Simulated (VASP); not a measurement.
# PbS (P6_3mc) in VASP: notebook, part 2 of 2

VASP 6.6.1.

### Step 5. Single point, PBE

This run uses another cell than the first one, of 33.02 Å³/atom, 1.064 times its volume.

The input, INCAR:

```
PREC     = Accurate       # precision mode
ENCUT    = 520            # plane-wave cutoff, eV
EDIFF    = 1E-6           # SCF threshold, eV
ISMEAR   = 0              # smearing method
SIGMA    = 0.01           # smearing width, eV
LREAL    = False          # projectors in reciprocal space
LASPH    = True           # aspherical terms in the spheres
NELM     = 80             # most SCF steps
ALGO     = Normal         # electronic algorithm
ISIF     = 2              # what is computed and relaxed
LWAVE    = False          # write WAVECAR
LCHARG   = False          # write CHGCAR
GGA      = PE             # functional
NBANDS   = 28             # bands
```

The input, KPOINTS:

```
Automatic mesh
0
Gamma
  6 6 4
```

The input, POSCAR:

```
PbS
1.0
    5.0252141918      0.0000000000      0.0000000000
   -2.5126070959      4.3519631495      0.0000000000
    0.0000000000      0.0000000000      6.0390364078
Pb S
2 2
Direct
    0.3333333333      0.6666666667     -0.0640864668
    0.6666666667      0.3333333333      0.4359135332
    0.3333333333      0.6666666667      0.4390864668
    0.6666666667      0.3333333333      0.9390864668
```

Potentials or basis: VASP PAW PBE potentials, release 64 (Pb_d, S).

Launch:

```bash
$ cat potpaw_PBE.64/Pb_d/POTCAR potpaw_PBE.64/S/POTCAR > POTCAR
$ mpirun -np 1 vasp_std > vasp.out
```

OUTCAR:

```text
PREC = Accurate
   ENCUT = 520
   EDIFF = 1E-6
   ISMEAR = 0
   LREAL = False
   LASPH = True
   NELM = 80
   ISIF = 2
   GGA = PE

 ion  position               nearest neighbor table
   1  0.333  0.667  0.936-   4 2.90   4 2.90   4 2.90   3 3.00   3 3.04
   2  0.667  0.333  0.436-   3 2.90   3 2.90   3 2.90   4 3.00   4 3.04
   3  0.333  0.667  0.439-   2 2.90   2 2.90   2 2.90   1 3.00   1 3.04
   4  0.667  0.333  0.939-   1 2.90   1 2.90   1 2.90   2 3.00   2 3.04

  LATTYP: Found a hexagonal cell.
 ALAT       =     5.0252141918
 C/A-ratio  =     1.2017470654

  Lattice vectors:

 A1 = (   5.0252141918,   0.0000000000,   0.0000000000)
 A2 = (  -2.5126070959,   4.3519631495,   0.0000000000)
 A3 = (   0.0000000000,   0.0000000000,   6.0390364078)

Analysis of symmetry for initial positions (statically):
=====================================================================
 Subroutine PRICEL returns:
 Original cell was already a primitive cell.

 Routine SETGRP: Setting up the symmetry group for a
 hexagonal supercell.

[... 166 lines left out ...]

  energy without entropy =      -17.22989326  energy(sigma->0) =      -17.22989326

 E-fermi :   3.6171     XC(G=0):  -8.3188

 val. band max:        3.5100894002   @ k =   0.3333   0.3333   0.5000
 cond. band min:       4.9561715952   @ k =   0.3333   0.3333   0.5000
 fundamental gap:      1.4460821950
 Fermi energy:         3.6171233313

 k-point     1 :       0.0000    0.0000    0.0000
  band No.  band energies     occupation
      1     -13.2116      2.00000
      2     -13.1287      2.00000
      3     -13.1287      2.00000
      4     -13.1279      2.00000
      5     -13.1279      2.00000
      6     -13.1272      2.00000
[... 640 lines left out ...]
     27      10.3191      0.00000
     28      10.3191      0.00000

------------------------ aborting loop because EDIFF is reached ----------------------------------------

  FORCE on cell =-STRESS in cart. coord.  units (eV):
  Direction    XX          YY          ZZ          XY          YZ          ZX
  --------------------------------------------------------------------------------------
  -------------------------------------------------------------------------------------
  Total       -0.0277716     -0.0277716     -0.0503250      0.0000000     -0.0000000      0.0000000
  in kB       -0.3369022     -0.3369022     -0.6105023      0.0000000     -0.0000000      0.0000000
  external PRESSURE =      -0.4281022 kB  Pullay stress =       0.0000000 kB

 VOLUME and BASIS-vectors are now :
 -----------------------------------------------------------------------------
  energy-cutoff  :      520.00
  volume of cell :      132.07
      direct lattice vectors                 reciprocal lattice vectors
     5.025214192  0.000000000  0.000000000     0.198996493  0.114890679  0.000000000
    -2.512607096  4.351963150  0.000000000     0.000000000  0.229781357  0.000000000
     0.000000000  0.000000000  6.039036408     0.000000000  0.000000000  0.165589331

 POSITION                                       TOTAL-FORCE (eV/Angst)
 -----------------------------------------------------------------------------------
     -0.00000      2.90131      5.65202         0.000000     -0.000000      0.001066
      2.51261      1.45065      2.63250        -0.000000      0.000000      0.001066
     -0.00000      2.90131      2.65166        -0.000000      0.000000     -0.001066
      2.51261      1.45065      5.67118         0.000000     -0.000000     -0.001066
 -----------------------------------------------------------------------------------
    total drift:                               -0.000000      0.000000      0.000508

  FREE ENERGIE OF THE ION-ELECTRON SYSTEM (eV)
  ---------------------------------------------------
  free  energy   TOTEN  =       -17.2298932576 eV

  energy  without entropy=      -17.2298932576  energy(sigma->0) =      -17.22989326
```

stdout:

```text
POSCAR found type information on POSCAR PbS
 POSCAR found :  2 types and       4 ions
 scaLAPACK will be used
 LDA part: xc-table for (Slater+PW92), standard interpolation
 POSCAR, INCAR and KPOINTS ok, starting setup
 FFT: planning ... GRIDC
 FFT: planning ... GRID_SOFT
 FFT: planning ... GRID
 WAVECAR not read
 entering main loop
```

It took 34 s on 1 thread of Intel Xeon 6975P-C (Granite Rapids), shared host; peak memory 0.28 GiB.

Results:

| Quantity | Value |
| --- | --- |
| Free energy | -17.2299 eV |
| Pressure | 0.0 GPa |
| Band gap on the k mesh | 1.45 eV, direct |

Levels at points of the mesh, in eV from the valence-band top:
```
           k point  band 17  band 18  band 19  band 20  band 21  band 22  band 23  band 24
(0.00, 0.00, 0.00)    -2.91    -1.80    -1.80    -1.80     2.08     2.08     3.38     3.38
(0.50, 0.00, 0.00)    -2.74    -2.17    -2.00    -0.69     2.98     3.10     4.20     4.42
(0.00, 0.00, 0.50)    -2.36    -2.36    -1.26    -1.26     2.37     2.37     2.37     2.37
(0.50, 0.00, 0.50)    -1.79    -1.79    -0.61    -0.61     1.64     1.64     3.10     3.10
```

Caveat: spin-orbit coupling is left out, which moves the levels of the heavy elements.

### Step 6. Single point, PBE (volume changed by +3%)

The input, INCAR:

```
PREC = Accurate
ENCUT = 520
EDIFF = 1E-7
ISMEAR = 0
SIGMA = 0.01
LREAL = F
LASPH = T
NELM = 80
ALGO = Normal
ISIF = 2
LWAVE = F
LCHARG = F
GGA = PE
NBANDS = 28
```

The input, KPOINTS:

```
regular mesh
0
Gamma
  6 6 4
```

The input, POSCAR:

```
PbS
1.0
    5.0749720237      0.0000000000      0.0000000000
   -2.5374860119      4.3950546960      0.0000000000
    0.0000000000      0.0000000000      6.0988327363
Pb S
2 2
Direct
    0.3333333333      0.6666666667     -0.0640864668
    0.6666666667      0.3333333333      0.4359135332
    0.3333333333      0.6666666667      0.4390864668
    0.6666666667      0.3333333333      0.9390864668
```

Potentials or basis: VASP PAW PBE potentials, release 64 (Pb_d, S).

Launch:

```bash
$ cat potpaw_PBE.64/Pb_d/POTCAR potpaw_PBE.64/S/POTCAR > POTCAR
$ mpirun -np 1 vasp_std > vasp.out
```

Run time: 41 s. Hardware: 1 thread of Intel Xeon 6975P-C (Granite Rapids), shared host; peak memory 0.29 GiB.

It converged, with:

```
Free energy            : -17.2157 eV
Pressure               : -1.2 GPa
Largest force          : 0.004 eV/Å
Band gap on the k mesh : 1.48 eV, direct
```

Forces in eV/Å, atoms in the order of the input:
```
Pb   0.000  0.000 -0.004
Pb   0.000  0.000 -0.004
S    0.000  0.000  0.004
S    0.000  0.000  0.004
```

Stress tensor (GPa, compression positive):
```
-1.15  0.00  0.00
 0.00 -1.15  0.00
 0.00  0.00 -1.25
```

Levels at points of the mesh, in eV from the valence-band top:
| k point | band 17 | band 18 | band 19 | band 20 | band 21 | band 22 | band 23 | band 24 |
| --- | --- | --- | --- | --- | --- | --- | --- | --- |
| (0.00, 0.00, 0.00) | -2.75 | -1.67 | -1.67 | -1.67 | 2.14 | 2.14 | 3.38 | 3.38 |
| (0.50, 0.00, 0.00) | -2.57 | -2.02 | -1.89 | -0.64 | 2.96 | 3.09 | 4.23 | 4.37 |
| (0.00, 0.00, 0.50) | -2.21 | -2.21 | -1.19 | -1.19 | 2.43 | 2.43 | 2.43 | 2.43 |
| (0.50, 0.00, 0.50) | -1.66 | -1.66 | -0.58 | -0.58 | 1.67 | 1.67 | 3.10 | 3.10 |

Caveat: the cell differs from its parent crystal (volume changed by +3%); spin-orbit coupling is left out, which moves the levels of the heavy elements. A k mesh can miss the band edges.

### Step 7. Summary

```csv
cell,gap on the mesh (eV),pressure (GPa),largest force (eV/Å)
"a = 4.923, b = 4.923, c = 5.916 Å, angles 90.0, 90.0, 120.0°, 4 atoms",1.36,2.9,0.01
"a = 4.974, b = 4.974, c = 5.978 Å, angles 90.0, 90.0, 120.0°, 4 atoms",1.41,1.3,0.01
"a = 4.997, b = 4.997, c = 5.998 Å, angles 90.0, 90.0, 120.0°, 4 atoms",1.43,0.7,-
"a = 5.025, b = 5.025, c = 6.039 Å, angles 90.0, 90.0, 120.0°, 4 atoms",1.45,0.0,-
"a = 5.075, b = 5.075, c = 6.099 Å, angles 90.0, 90.0, 120.0°, 4 atoms",1.48,-1.2,-
```

Alike in all rows: task single point; level PBE; potentials or basis VASP PAW PBE potentials, release 64 (Pb_d, S); no spin polarisation; k mesh 6 × 6 × 4; cutoff (eV) 520; smearing gaussian 0.01 eV.

Caveats: spin-orbit coupling is left out, which moves the levels of the heavy elements.

Absolute energies hang on the potentials; compare differences alone.
